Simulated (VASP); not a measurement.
Sr, 1 atom in the cell. It takes space group Fm-3m (No. 225, cubic). The conventional cell has a = 6.044 Å, b = 6.044 Å, c = 6.044 Å, α = 90.00°, β = 90.00°, γ = 90.00°. Within 5.6 Å of Sr (site symmetry m-3m) lie 12 Sr at 4.27 Å.  This cell differs from its parent crystal: volume scaled by 0.98.

| Item | Value |
| --- | --- |
| Program | VASP 6.6.1 |
| Task | single point |
| Functional | PBEsol |
| Potentials or basis | VASP PAW PBE potentials, release 64 (Sr_sv) |
| Cutoff | 520 eV |
| k mesh | 8 × 8 × 8 |
| Occupations | fermi-dirac, width 0.05 eV |
| Spin | no spin polarisation |
| Dipole correction | no |
| Further INCAR settings | ALGO = Fast; EDIFF = 1e-06; NBANDS = 11 |

Potentials or basis: VASP PAW PBE potentials, release 64 (Sr_sv).

Run with:

```bash
$ cat potpaw_PBE.64/Sr_sv/POTCAR > POTCAR
$ mpirun -np 1 vasp_std > vasp.out
```

Hardware: 1 thread of AMD EPYC 7R43 64-Core Processor (Zen 3), with other jobs on the host.

How long does it take, and how much memory?

Wall time 30 s on 1 thread of AMD EPYC 7R43 64-Core Processor (Zen 3), with other jobs on the host, peak memory 0.14 GiB. Counts: scf iterations 12, k points 29.
